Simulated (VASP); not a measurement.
# MgO in VASP: further runs

Aim: see how the results for MgO move with the level of theory and the settings. Levels: PBE, r2SCAN. Tasks: single point.

Everything below comes from runs of VASP 6.6.1. Logs are shortened: lines on timing, memory, paths and dates and some standing lists are left out, and cuts for length are marked.

### Step 1. The cell of the first run

Symmetry: I4/mmm, No. 139, tetragonal system. The conventional cell has a = 2.963 Å, b = 2.963 Å, c = 4.213 Å, α = 90.00°, β = 90.00°, γ = 90.00°. Mg (site symmetry 4/mmm) has 6 O at 2.10 to 2.11 Å within 2.8 Å. O (site symmetry 4/mmm) has 6 Mg at 2.10 to 2.11 Å within 2.8 Å.

### Step 2. Single point, PBE (epitaxial xy strain -0.3%)

The input, INCAR:

```
PREC = Accurate ; ENCUT = 520
EDIFF = 1E-6 ; ISMEAR = -1
SIGMA = 0.02 ; LREAL = False
LASPH = True ; NELM = 100
ALGO = Normal ; ISIF = 2
LWAVE = False ; LCHARG = False
GGA = PE ; NBANDS = 11
```

The input, KPOINTS:

```
Automatic mesh
0
Gamma
  10 10 10
```

The input, POSCAR:

```
MgO
1.0
    0.0000000000      2.0950200466      2.1066565368
    2.0950200466      0.0000000000      2.1066565368
    2.0950200466      2.0950200466      0.0000000000
Mg O
1 1
Direct
    0.0000000000      0.0000000000      0.0000000000
    0.5000000000      0.5000000000      0.5000000000
```

Potentials or basis: VASP PAW PBE potentials, release 64 (Mg, O).

Launch:

```
$ cat potpaw_PBE.64/Mg/POTCAR potpaw_PBE.64/O/POTCAR > POTCAR
$ mpirun -np 1 vasp_std > vasp.out
```

OUTCAR:

```text
PREC = Accurate
   ENCUT = 520
   EDIFF = 1E-6
   ISMEAR = -1
   LREAL = False
   LASPH = True
   NELM = 100
   ISIF = 2
   GGA = PE

 ion  position               nearest neighbor table
   1  0.000  0.000  0.000-   2 2.10   2 2.10   2 2.10   2 2.10   2 2.11   2 2.11
   2  0.500  0.500  0.500-   1 2.10   1 2.10   1 2.10   1 2.10   1 2.11   1 2.11

  LATTYP: Found a body centered tetragonal cell.
 ALAT       =     2.9628057633
 C/A-ratio  =     1.4220686100

  Lattice vectors:

 A1 = (  -2.0950200466,   0.0000000000,   2.1066565368)
 A2 = (   2.0950200466,   0.0000000000,   2.1066565368)
 A3 = (   0.0000000000,   2.0950200466,  -2.1066565368)

Analysis of symmetry for initial positions (statically):
=====================================================================
 Subroutine PRICEL returns:
 Original cell was already a primitive cell.

 Routine SETGRP: Setting up the symmetry group for a
 body centered tetragonal supercell.

 Subroutine GETGRP returns: Found 16 space group operations
 (whereof 16 operations were pure point group operations)
 out of a pool of 16 trial point group operations.

The static configuration has the point symmetry D_4h.

Analysis of symmetry for dynamics (positions and initial velocities):
=====================================================================
 Subroutine PRICEL returns:
 Original cell was already a primitive cell.

 Routine SETGRP: Setting up the symmetry group for a
 body centered tetragonal supercell.

 Subroutine GETGRP returns: Found 16 space group operations
 (whereof 16 operations were pure point group operations)
 out of a pool of 16 trial point group operations.

The dynamic configuration has the point symmetry D_4h.

 Subroutine INISYM returns: Found 16 space group operations
 (whereof 16 operations are pure point group operations),
 and found     1 'primitive' translations

----------------------------------------------------------------------------------------

                                     Primitive cell

  volume of cell :      18.4927

  direct lattice vectors                    reciprocal lattice vectors
     0.000000000  2.095020047  2.106656537    -0.238661201  0.238661201  0.237342913
     2.095020047  0.000000000  2.106656537     0.238661201 -0.238661201  0.237342913
     2.095020047  2.095020047  0.000000000     0.238661201  0.238661201 -0.237342913

  length of vectors
     2.971045398  2.971045398  2.962805763     0.412613616  0.412613616  0.412613616

  position of ions in fractional coordinates (direct lattice)
     0.000000000  0.000000000  0.000000000
     0.500000000  0.500000000  0.500000000

  ion indices of the primitive-cell ions
   primitive index   ion index
                 1           1
                 2           2

----------------------------------------------------------------------------------------

 KPOINTS: Automatic mesh

Automatic generation of k-mesh.
 Grid dimensions read from file:
 generate k-points for:   10   10   10

 Generating k-lattice:

  Cartesian coordinates                     Fractional coordinates (reciprocal lattice)
    -0.023866120  0.023866120  0.023734291     0.100000000  0.000000000  0.000000000
     0.023866120 -0.023866120  0.023734291     0.000000000  0.100000000  0.000000000
     0.023866120  0.023866120 -0.023734291    -0.000000000 -0.000000000  0.100000000

  Length of vectors
     0.041261362  0.041261362  0.041261362

  Shift w.r.t. Gamma in fractional coordinates (k-lattice)
     0.000000000  0.000000000  0.000000000

 Subroutine IBZKPT returns following result:
 ===========================================

 Found    102 irreducible k-points:

 Following reciprocal coordinates:
            Coordinates               Weight
  0.000000  0.000000  0.000000      1.000000
  0.100000 -0.000000  0.000000      8.000000
  0.200000 -0.000000  0.000000      8.000000
  0.300000 -0.000000  0.000000      8.000000
  0.400000  0.000000  0.000000      8.000000
  0.500000  0.000000  0.000000      4.000000
[... 16 lines left out ...]
  0.300000  0.300000  0.000000      2.000000
  0.400000  0.300000  0.000000      8.000000
 [... further k-points ...]
   k-points           NKPTS =    102   k-points in BZ     NKDIM =    102   number of bands    NBANDS=     11
   number of dos      NEDOS =    301   number of ions     NIONS =      2
   total plane-waves  NPLWV =  13824
   dimension x,y,z NGX =    24 NGY =   24 NGZ =   24
   dimension x,y,z NGXF=    48 NGYF=   48 NGZF=   48
   ions per type =               1   1
   NGX,Y,Z   is equivalent  to a cutoff of  13.43, 13.43, 13.47 a.u.
   NGXF,Y,Z  is equivalent  to a cutoff of  26.86, 26.86, 26.93 a.u.
 SYSTEM =  unknown system
   PREC   = accura    normal or accurate (medium, high low for compatibility)
   ISTART =      0    job   : 0-new  1-cont  2-samecut
   ICHARG =      2    charge: 1-file 2-atom 10-const
   ISPIN  =      1    spin polarized calculation?
   LNONCOLLINEAR =      F non collinear calculations
   LSORBIT =      F    spin-orbit coupling
   LASPH  =      T    aspherical Exc in radial PAW
   ENCUT  =  520.0 eV  38.22 Ry    6.18 a.u.   5.52  5.52  5.51*2*pi/ulx,y,z
   NELM   =    100;   NELMIN=  2; NELMDL= -5     # of ELM steps
   EDIFF  = 0.1E-05   stopping-criterion for ELM
   LREAL  =      F    real-space projection
   EDIFFG = 0.1E-04   stopping-criterion for IOM
   NSW    =      0    number of steps for IOM
   IBRION =     -1    ionic relax: 0-MD 1-quasi-New 2-CG
   NFREE  =      0    steps in history (QN), initial steepest desc. (CG)
   ISIF   =      2    stress and relaxation
   ISYM   =      2    0-nonsym 1-usesym 2-fastsym
   POTIM  = 0.5000    time-step for ionic-motion
   TEBEG  =    0.0;   TEEND  =   0.0 temperature during run
   PSTRESS=    0.0 pullay stress
   NELECT =       8.0000    total number of electrons
   NUPDOWN=      -1.0000    fix difference up-down
   EMIN   =  10.00;   EMAX   =-10.00  energy-range for DOS
   EFERMI =   0.00;   METHOD = LEGACY
   ISMEAR =    -1;   SIGMA  =   0.02  broadening in eV -4-tet -1-fermi 0-gaus
   EFERMI_NEDOS =   21; number of points for ismear=-14 and -15
   IALGO  =     38    algorithm
   IMIX   =      4    mixing-type and parameters
     AMIX     =   0.40;   BMIX     =  1.00
     AMIX_MAG =   1.60;   BMIX_MAG =  1.00
  volume/ion in A,a.u.               =       9.25        62.40
  Fermi-wavevector in a.u.,A,eV,Ry     =   1.238145  2.339755 20.857768  1.533003
  Thomas-Fermi vector in A             =   2.372682
   LORBIT       =      0    0 simple, 1 ext, 2 COOP (PROOUT), +10 PAW based schemes
   GGA     = PE    functional components
   LHFCALC =     F    Hartree Fock is set to
   AEXX    =    0.0000 exact exchange contribution
   IVDW    =     0    specifies the selected vdW correction
   LEPSILON=     F    determine dielectric tensor
   LRPA    =     F    only Hartree local field effects (RPA)
 non-spin polarized calculation
  energy-cutoff  :      520.00
  volume of cell :       18.49
 maximum number of plane-waves:       531
 NGX is ok and might be reduce to    24
   NGX = 11   NGY = 11   NGZ = 11

 number of electron       8.0000004 magnetization

 Free energy of the ion-electron system (eV)
  ---------------------------------------------------
  ext. energy  EPLUGINS =         0.00000000
  ---------------------------------------------------
  free energy    TOTEN  =       -11.89933689 eV

  energy without entropy =      -11.89933689  energy(sigma->0) =      -11.89933689

 E-fermi :   3.7465     XC(G=0): -11.1269

 val. band max:        3.2717597477   @ k =   0.0000   0.0000   0.0000
 cond. band min:       8.0898628754   @ k =   0.0000   0.0000   0.0000
 fundamental gap:      4.8181031277
 Fermi energy:         3.7464721741

 k-point     1 :       0.0000    0.0000    0.0000
  band No.  band energies     occupation
      1     -14.0522      2.00000
      2       3.2600      2.00000
      3       3.2600      2.00000
      4       3.2718      2.00000
      5       8.0899      0.00000
      6      19.0824      0.00000
      7      19.1413      0.00000
      8      19.1413      0.00000
      9      23.0654      0.00000
     10      24.7607      0.00000
     11      24.9426      0.00000

 k-point     2 :       0.1000   -0.0000    0.0000
  band No.  band energies     occupation
      1     -13.9445      2.00000
      2       2.6101      2.00000
      3       3.1923      2.00000
      4       3.1980      2.00000
      5       8.7175      0.00000
      6      17.8692      0.00000
      7      19.3444      0.00000
      8      19.3867      0.00000
      9      24.0582      0.00000
     10      24.2181      0.00000
     11      24.7418      0.00000

 k-point     3 :       0.2000   -0.0000    0.0000
  band No.  band energies     occupation
      1     -13.6484      2.00000
      2       1.2792      2.00000
      3       3.0209      2.00000
      4       3.0211      2.00000
      5       9.9128      0.00000
      6      16.3601      0.00000
      7      19.8306      0.00000
      8      19.8943      0.00000
      9      23.3916      0.00000
     10      23.5085      0.00000
     11      25.6943      0.00000

 k-point     4 :       0.3000   -0.0000    0.0000
  band No.  band energies     occupation
      1     -13.2482      2.00000
      2      -0.0566      2.00000
      3       2.8133      2.00000
      4       2.8192      2.00000
      5      10.8395      0.00000
      6      15.6926      0.00000
      7      19.9449      0.00000
      8      20.0492      0.00000
      9      23.8628      0.00000
     10      23.9246      0.00000
     11      25.0820      0.00000
[... 239 lines left out ...]
 k-point    22 :      -0.2000    0.2000    0.0000
  band No.  band energies     occupation
      1     -13.1268      2.00000
      2       0.1280      2.00000
      3       1.9164      2.00000
      4       2.8149      2.00000
      5      11.8088      0.00000
      6      15.1978      0.00000
      7      18.4967      0.00000
      8      21.2378      0.00000
      9      21.8478      0.00000
     10      24.7491      0.00000
     11      28.1960      0.00000

 k-point    23 :       0.3000    0.3000    0.0000
  band No.  band energies     occupation
      1     -13.0510      2.00000
      2       0.0848      2.00000
      3       2.3270      2.00000
      4       2.3270      2.00000
      5      12.2251      0.00000
      6      13.7459      0.00000
      7      17.7445      0.00000
      8      21.3626      0.00000
      9      21.3626      0.00000
     10      27.5846      0.00000
     11      30.7764      0.00000

 k-point    24 :       0.4000    0.3000    0.0000
  band No.  band energies     occupation
      1     -12.7992      2.00000
      2      -0.3477      2.00000
      3       1.9546      2.00000
      4       2.1801      2.00000
      5      12.9395      0.00000
      6      13.5099      0.00000
      7      16.9237      0.00000
      8      21.6201      0.00000
      9      21.8189      0.00000
     10      28.3231      0.00000
     11      30.3898      0.00000

 [... further k-points ...]
[... 5 lines left out ...]
  --------------------------------------------------------------------------------------
  -------------------------------------------------------------------------------------
  Total        0.7065968      0.7065968      0.5640081      0.0000000     -0.0000000     -0.0000000
  in kB       61.2184233     61.2184233     48.8647628      0.0000000     -0.0000000     -0.0000000
  external PRESSURE =      57.1005365 kB  Pullay stress =       0.0000000 kB

 VOLUME and BASIS-vectors are now :
 -----------------------------------------------------------------------------
  energy-cutoff  :      520.00
  volume of cell :       18.49
      direct lattice vectors                 reciprocal lattice vectors
     0.000000000  2.095020047  2.106656537    -0.238661201  0.238661201  0.237342913
     2.095020047  0.000000000  2.106656537     0.238661201 -0.238661201  0.237342913
     2.095020047  2.095020047  0.000000000     0.238661201  0.238661201 -0.237342913

 POSITION                                       TOTAL-FORCE (eV/Angst)
 -----------------------------------------------------------------------------------
      0.00000      0.00000      0.00000         0.000000     -0.000000      0.000000
      2.09502      2.09502      2.10666        -0.000000      0.000000      0.000000
 -----------------------------------------------------------------------------------
    total drift:                               -0.000000     -0.000000      0.000000

  FREE ENERGIE OF THE ION-ELECTRON SYSTEM (eV)
  ---------------------------------------------------
  free  energy   TOTEN  =       -11.8993368940 eV

  energy  without entropy=      -11.8993368940  energy(sigma->0) =      -11.89933689
```

Wall time 22 s (1 thread of Intel Xeon 8259CL, shared host); peak memory 0.15 GiB.

What came out:

```
Free energy            : -11.8993 eV
Pressure               : 5.7 GPa
Band gap on the k mesh : 4.82 eV, direct
```

Stress tensor (GPa, compression positive):
```
6.12 0.00 0.00
0.00 6.12 0.00
0.00 0.00 4.89
```

Caveat: the cell differs from its parent crystal (epitaxial xy strain -0.3%).

### Step 3. Single point, PBE (uniaxial x strain -0.3%)

The input, INCAR:

```
PREC = Accurate ; ENCUT = 520
EDIFF = 1E-7 ; ISMEAR = -1
SIGMA = 0.02 ; LREAL = F
LASPH = T ; NELM = 60
ALGO = Normal ; ISIF = 2
LWAVE = F ; LCHARG = T
GGA = PE ; LELF = T
LVHAR = T ; NBANDS = 11
```

The input, KPOINTS:

```
regular mesh
0
Gamma
  10 10 10
```

The input, POSCAR:

```
MgO
1.0
    0.0000000000      2.1021674158      2.1021674158
    2.0948098299      0.0000000000      2.1021674158
    2.0948098299      2.1021674158      0.0000000000
Mg O
1 1
Direct
    0.0000000000      0.0000000000      0.0000000000
    0.5000000000      0.5000000000      0.5000000000
```

Potentials or basis: VASP PAW PBE potentials, release 64 (Mg, O).

Launch:

```
$ cat potpaw_PBE.64/Mg/POTCAR potpaw_PBE.64/O/POTCAR > POTCAR
$ mpirun -np 1 vasp_std > vasp.out
```

It took 23 s on 1 thread of Intel Xeon 8259CL, shared host; peak memory 0.15 GiB.

It converged, with:

```
Free energy            : -11.9003 eV
Pressure               : 5.5 GPa
Band gap on the k mesh : 4.81 eV, direct
```

Stress tensor (GPa, compression positive):
```
6.04 0.00 0.00
0.00 5.25 0.00
0.00 0.00 5.25
```

Levels at points of the mesh, in eV from the valence-band top:
| k point | band 1 | band 2 | band 3 | band 4 | band 5 | band 6 | band 7 | band 8 | band 9 |
| --- | --- | --- | --- | --- | --- | --- | --- | --- | --- |
| (0.00, 0.00, 0.00) | -17.31 | -0.01 | 0.00 | 0.00 | 4.81 | 15.84 | 15.84 | 15.87 | 19.79 |
| (0.50, 0.00, 0.00) | -16.01 | -4.66 | -0.67 | -0.66 | 7.95 | 12.71 | 16.36 | 16.44 | 21.03 |
| (0.50, 0.50, 0.00) | -15.75 | -4.13 | -1.37 | -1.35 | 9.14 | 10.07 | 13.18 | 19.09 | 19.16 |
| (0.00, 0.50, 0.50) | -15.74 | -4.11 | -1.37 | -1.37 | 9.10 | 10.06 | 13.23 | 19.08 | 19.08 |

Caveat: the cell differs from its parent crystal (uniaxial x strain -0.3%).

[end of part 1 of 2]
